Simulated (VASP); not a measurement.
# TiAl (P-6m2) in VASP: a series of runs

TiAl is run at these levels: PBEsol, LDA; tasks: single point.

Program: VASP 6.6.1. These are calculated values, not measurements. Logs are shortened: lines on timing, memory, paths and dates and some standing lists are left out, and cuts for length are marked.

## Step 1: The cell of the first run

The structure is hexagonal, space group P-6m2 (No. 187). The conventional cell has a = 2.832 Å, b = 2.832 Å, c = 4.594 Å, α = 90.00°, β = 90.00°, γ = 120.00°. Ti (site symmetry -6m2) has 6 Al at 2.82 Å and 6 Ti at 2.83 Å within 3.7 Å. Al (site symmetry -6m2) has 6 Ti at 2.82 Å and 6 Al at 2.83 Å within 3.7 Å.

## Step 2: Single point, PBEsol

INCAR

```
SYSTEM = TiAl
PREC = Accurate
ENCUT = 520
EDIFF = 1E-6
ISMEAR = -1
SIGMA = 0.05
LREAL = .FALSE.
LASPH = .TRUE.
NELM = 100
ALGO = Normal
ISIF = 2
LWAVE = .FALSE.
LCHARG = .FALSE.
GGA = PS
NBANDS = 14
```

KPOINTS

```
regular mesh
0
G
  11 11 6
  0 0 0
```

POSCAR

```
TiAl
1.0
    2.8316598648      0.0000000000      0.0000000000
   -1.4158299324      2.4522893778      0.0000000000
    0.0000000000      0.0000000000      4.5940302230
Ti Al
1 1
Direct
    0.0000000000      0.0000000000      0.0000000000
    0.3333333333      0.6666666667      0.5000000000
```

Potentials or basis: VASP PAW PBE potentials, release 64 (Ti_sv, Al).

The run is started by

```sh
cat potpaw_PBE.64/Ti_sv/POTCAR potpaw_PBE.64/Al/POTCAR > POTCAR
mpirun -np 1 vasp_std > vasp.out
```

OUTCAR:

```text
SYSTEM = TiAl
   PREC = Accurate
   ENCUT = 520
   EDIFF = 1E-6
   ISMEAR = -1
   LREAL = .FALSE.
   LASPH = .TRUE.
   NELM = 100
   ISIF = 2
   GGA = PS

 ion  position               nearest neighbor table
   1  0.000  0.000  0.000-   2 2.82   2 2.82   2 2.82   2 2.82   2 2.82   2 2.82
   2  0.333  0.667  0.500-   1 2.82   1 2.82   1 2.82   1 2.82   1 2.82   1 2.82

  LATTYP: Found a hexagonal cell.
 ALAT       =     2.8316598648
 C/A-ratio  =     1.6223806680

  Lattice vectors:

 A1 = (   2.8316598648,   0.0000000000,   0.0000000000)
 A2 = (  -1.4158299324,   2.4522893778,   0.0000000000)
 A3 = (   0.0000000000,   0.0000000000,   4.5940302230)

Analysis of symmetry for initial positions (statically):
=====================================================================
 Subroutine PRICEL returns:
 Original cell was already a primitive cell.

 Routine SETGRP: Setting up the symmetry group for a
 hexagonal supercell.

 Subroutine GETGRP returns: Found 12 space group operations
 (whereof 12 operations were pure point group operations)
 out of a pool of 24 trial point group operations.

The static configuration has the point symmetry D_3h.

Analysis of symmetry for dynamics (positions and initial velocities):
=====================================================================
 Subroutine PRICEL returns:
 Original cell was already a primitive cell.

 Routine SETGRP: Setting up the symmetry group for a
 hexagonal supercell.

 Subroutine GETGRP returns: Found 12 space group operations
 (whereof 12 operations were pure point group operations)
 out of a pool of 24 trial point group operations.

The dynamic configuration has the point symmetry D_3h.

 Subroutine INISYM returns: Found 12 space group operations
 (whereof 12 operations are pure point group operations),
 and found     1 'primitive' translations

----------------------------------------------------------------------------------------

                                     Primitive cell

  volume of cell :      31.9012

  direct lattice vectors                    reciprocal lattice vectors
     2.831659865  0.000000000  0.000000000     0.353149759  0.203891109  0.000000000
    -1.415829932  2.452289378  0.000000000     0.000000000  0.407782217  0.000000000
     0.000000000  0.000000000  4.594030223     0.000000000  0.000000000  0.217673797

  length of vectors
     2.831659865  2.831659865  4.594030223     0.407782217  0.407782217  0.217673797

  position of ions in fractional coordinates (direct lattice)
     0.000000000  0.000000000  0.000000000
     0.333333333  0.666666667  0.500000000

  ion indices of the primitive-cell ions
   primitive index   ion index
                 1           1
                 2           2

----------------------------------------------------------------------------------------

 KPOINTS: regular mesh

Automatic generation of k-mesh.
 Grid dimensions read from file:
 generate k-points for:   11   11    6

 Generating k-lattice:

  Cartesian coordinates                     Fractional coordinates (reciprocal lattice)
     0.032104524  0.018535555  0.000000000     0.090909091  0.000000000  0.000000000
     0.000000000  0.037071111  0.000000000     0.000000000  0.090909091  0.000000000
     0.000000000  0.000000000  0.036278966     0.000000000  0.000000000  0.166666667

  Length of vectors
     0.037071111  0.037071111  0.036278966

  Shift w.r.t. Gamma in fractional coordinates (k-lattice)
     0.000000000  0.000000000  0.000000000

 Subroutine IBZKPT returns following result:
 ===========================================

 Found     64 irreducible k-points:

 Following reciprocal coordinates:
            Coordinates               Weight
  0.000000  0.000000  0.000000      1.000000
  0.090909 -0.000000  0.000000      6.000000
  0.181818 -0.000000  0.000000      6.000000
  0.272727  0.000000  0.000000      6.000000
  0.363636  0.000000  0.000000      6.000000
  0.454545  0.000000  0.000000      6.000000
[... 16 lines left out ...]
  0.090909  0.090909  0.166667     12.000000
  0.181818  0.090909  0.166667     24.000000
 [... further k-points ...]
   k-points           NKPTS =     64   k-points in BZ     NKDIM =     64   number of bands    NBANDS=     14
   number of dos      NEDOS =    301   number of ions     NIONS =      2
   total plane-waves  NPLWV =  20736
   dimension x,y,z NGX =    24 NGY =   24 NGZ =   36
   dimension x,y,z NGXF=    48 NGYF=   48 NGZF=   72
   ions per type =               1   1
   NGX,Y,Z   is equivalent  to a cutoff of  14.09, 14.09, 13.03 a.u.
   NGXF,Y,Z  is equivalent  to a cutoff of  28.18, 28.18, 26.05 a.u.
 SYSTEM =  TiAl
   PREC   = accura    normal or accurate (medium, high low for compatibility)
   ISTART =      0    job   : 0-new  1-cont  2-samecut
   ICHARG =      2    charge: 1-file 2-atom 10-const
   ISPIN  =      1    spin polarized calculation?
   LNONCOLLINEAR =      F non collinear calculations
   LSORBIT =      F    spin-orbit coupling
   LASPH  =      T    aspherical Exc in radial PAW
   ENCUT  =  520.0 eV  38.22 Ry    6.18 a.u.   5.27  5.27  8.54*2*pi/ulx,y,z
   NELM   =    100;   NELMIN=  2; NELMDL= -5     # of ELM steps
   EDIFF  = 0.1E-05   stopping-criterion for ELM
   LREAL  =      F    real-space projection
   EDIFFG = 0.1E-04   stopping-criterion for IOM
   NSW    =      0    number of steps for IOM
   IBRION =     -1    ionic relax: 0-MD 1-quasi-New 2-CG
   NFREE  =      0    steps in history (QN), initial steepest desc. (CG)
   ISIF   =      2    stress and relaxation
   ISYM   =      2    0-nonsym 1-usesym 2-fastsym
   POTIM  = 0.5000    time-step for ionic-motion
   TEBEG  =    0.0;   TEEND  =   0.0 temperature during run
   PSTRESS=    0.0 pullay stress
   NELECT =      15.0000    total number of electrons
   NUPDOWN=      -1.0000    fix difference up-down
   EMIN   =  10.00;   EMAX   =-10.00  energy-range for DOS
   EFERMI =   0.00;   METHOD = LEGACY
   ISMEAR =    -1;   SIGMA  =   0.05  broadening in eV -4-tet -1-fermi 0-gaus
   EFERMI_NEDOS =   21; number of points for ismear=-14 and -15
   IALGO  =     38    algorithm
   IMIX   =      4    mixing-type and parameters
     AMIX     =   0.40;   BMIX     =  1.00
     AMIX_MAG =   1.60;   BMIX_MAG =  1.00
  volume/ion in A,a.u.               =      15.95       107.64
  Fermi-wavevector in a.u.,A,eV,Ry     =   1.273023  2.405665 22.049444  1.620588
  Thomas-Fermi vector in A             =   2.405870
   LORBIT       =      0    0 simple, 1 ext, 2 COOP (PROOUT), +10 PAW based schemes
   GGA     = PS    functional components
   LHFCALC =     F    Hartree Fock is set to
   AEXX    =    0.0000 exact exchange contribution
   IVDW    =     0    specifies the selected vdW correction
   LEPSILON=     F    determine dielectric tensor
   LRPA    =     F    only Hartree local field effects (RPA)
 non-spin polarized calculation
  energy-cutoff  :      520.00
  volume of cell :       31.90
 maximum number of plane-waves:       874
 NGX is ok and might be reduce to    24
   NGX = 11   NGY = 11   NGZ = 17

 number of electron      15.0000005 magnetization

 Free energy of the ion-electron system (eV)
  ---------------------------------------------------
  ext. energy  EPLUGINS =         0.00000000
  ---------------------------------------------------
  free energy    TOTEN  =       -12.93649385 eV

  energy without entropy =      -12.91349297  energy(sigma->0) =      -12.92499341

 E-fermi :   8.1914     XC(G=0): -11.2180

 val. band max:        8.1763798862   @ k =   0.4545   0.0000   0.3333
 cond. band min:       8.1956317664   @ k =   0.3636   0.2727   0.3333
 fundamental gap:      0.0192518802
 Fermi energy:         8.1913768060

 k-point     1 :       0.0000    0.0000    0.0000
  band No.  band energies     occupation
      1     -47.9894      2.00000
      2     -24.4194      2.00000
      3     -23.9540      2.00000
      4     -23.9540      2.00000
      5      -0.8975      2.00000
      6       5.8760      2.00000
      7       6.4193      2.00000
      8       9.5314      0.00000
      9       9.5314      0.00000
     10      11.0973      0.00000
     11      11.0973      0.00000
     12      12.3942      0.00000
     13      21.3695      0.00000
     14      21.3695      0.00000

 k-point     2 :       0.0909   -0.0000    0.0000
  band No.  band energies     occupation
      1     -47.9806      2.00000
      2     -24.4108      2.00000
      3     -24.0080      2.00000
      4     -23.9661      2.00000
      5      -0.6864      2.00000
      6       6.1049      2.00000
      7       6.4341      2.00000
      8       9.3262      0.00000
      9       9.7073      0.00000
     10      11.0367      0.00000
     11      11.1492      0.00000
     12      12.4425      0.00000
     13      18.8976      0.00000
     14      20.0436      0.00000

 k-point     3 :       0.1818   -0.0000    0.0000
  band No.  band energies     occupation
      1     -47.9568      2.00000
      2     -24.3875      2.00000
      3     -24.1512      2.00000
      4     -23.9985      2.00000
      5      -0.0630      2.00000
      6       6.4721      2.00000
      7       6.6962      2.00000
      8       8.8515      0.00000
      9      10.2064      0.00000
     10      10.8778      0.00000
     11      11.3199      0.00000
     12      12.5520      0.00000
     13      15.9234      0.00000
     14      18.6722      0.00000
[... 324 lines left out ...]
 k-point    23 :       0.0909    0.0909    0.1667
  band No.  band energies     occupation
      1     -47.9642      2.00000
      2     -24.3961      2.00000
      3     -24.1032      2.00000
      4     -23.9917      2.00000
      5      -0.1024      2.00000
      6       5.2802      2.00000
      7       7.4056      2.00000
      8       8.9798      0.00000
      9      10.0641      0.00000
     10      10.8432      0.00000
     11      10.8668      0.00000
     12      13.4610      0.00000
     13      17.3469      0.00000
     14      17.8897      0.00000

 k-point    24 :       0.1818    0.0909    0.1667
  band No.  band energies     occupation
      1     -47.9366      2.00000
      2     -24.3690      2.00000
      3     -24.2584      2.00000
      4     -24.0373      2.00000
      5       0.6958      2.00000
      6       5.8059      2.00000
      7       7.6450      1.99996
      8       8.4985      0.00429
      9      10.5411      0.00000
     10      10.6967      0.00000
     11      10.8264      0.00000
     12      13.6538      0.00000
     13      15.0968      0.00000
     14      16.6040      0.00000

 [... further k-points ...]
[... 5 lines left out ...]
  --------------------------------------------------------------------------------------
  -------------------------------------------------------------------------------------
  Total        0.3832132      0.3832132      0.4062767      0.0000000      0.0000000     -0.0000000
  in kB       19.2461712     19.2461712     20.4044936      0.0000000      0.0000000     -0.0000000
  external PRESSURE =      19.6322787 kB  Pullay stress =       0.0000000 kB

 VOLUME and BASIS-vectors are now :
 -----------------------------------------------------------------------------
  energy-cutoff  :      520.00
  volume of cell :       31.90
      direct lattice vectors                 reciprocal lattice vectors
     2.831659865  0.000000000  0.000000000     0.353149759  0.203891109  0.000000000
    -1.415829932  2.452289378  0.000000000     0.000000000  0.407782217  0.000000000
     0.000000000  0.000000000  4.594030223     0.000000000  0.000000000  0.217673797

 POSITION                                       TOTAL-FORCE (eV/Angst)
 -----------------------------------------------------------------------------------
      0.00000      0.00000      0.00000         0.000000      0.000000      0.000000
     -0.00000      1.63486      2.29702         0.000000     -0.000000      0.000000
 -----------------------------------------------------------------------------------
    total drift:                                0.000000     -0.000000      0.000000

  FREE ENERGIE OF THE ION-ELECTRON SYSTEM (eV)
  ---------------------------------------------------
  free  energy   TOTEN  =       -12.9364938460 eV

  energy  without entropy=      -12.9134929732  energy(sigma->0) =      -12.92499341
```

It took 52 s on 1 thread of Intel Xeon 8259CL, shared host; peak memory 0.17 GiB.

What came out:

- Free energy: -12.9365 eV
- Pressure: 2.0 GPa

Stress tensor (GPa, compression positive):
```
1.92 0.00 0.00
0.00 1.92 0.00
0.00 0.00 2.04
```

Caveat: the PAW data sets were made with another functional, which shifts forces and pressure a little.

## Step 3: Single point, LDA (volume scaled by 0.96)

INCAR

```
SYSTEM = TiAl
PREC = Accurate
ENCUT = 520
EDIFF = 1E-7
ISMEAR = -1
SIGMA = 0.05
LREAL = .FALSE.
LASPH = .TRUE.
NELM = 80
ALGO = Normal
ISIF = 2
LWAVE = .FALSE.
LCHARG = .FALSE.
NBANDS = 14
```

KPOINTS

```
Automatic mesh
0
G
  11 11 6
  0 0 0
```

POSCAR

```
TiAl
1.0
    2.8285106954      0.0000000000      0.0000000000
   -1.4142553477      2.4495621171      0.0000000000
    0.0000000000      0.0000000000      4.6148579117
Ti Al
1 1
Direct
    0.0000000000      0.0000000000      0.0000000000
    0.3333333333      0.6666666667      0.5000000000
```

Potentials or basis: VASP PAW LDA potentials, release 64 (Ti_sv, Al).

The run is started by

```sh
cat potpaw_LDA.64/Ti_sv/POTCAR potpaw_LDA.64/Al/POTCAR > POTCAR
mpirun -np 1 vasp_std > vasp.out
```

It took 50 s on 1 thread of Intel Xeon 8259CL, shared host; peak memory 0.15 GiB.

The run converged. Its results:

```yaml
Free_energy: -13.2535 eV
Pressure: -1.9 GPa
```

Stress tensor (GPa, compression positive):
```
-1.75  0.00  0.00
 0.00 -1.75  0.00
 0.00  0.00 -2.18
```

Levels at points of the mesh, in eV from the Fermi level:
| k point | band 5 | band 6 | band 7 | band 8 | band 9 | band 10 |
| --- | --- | --- | --- | --- | --- | --- |
| (0.00, 0.00, 0.00) | -9.07 | -2.32 | -1.77 | 1.30 | 1.30 | 2.86 |
| (0.00, 0.00, 0.50) | -8.13 | -5.29 | -0.47 | 1.31 | 1.31 | 2.78 |
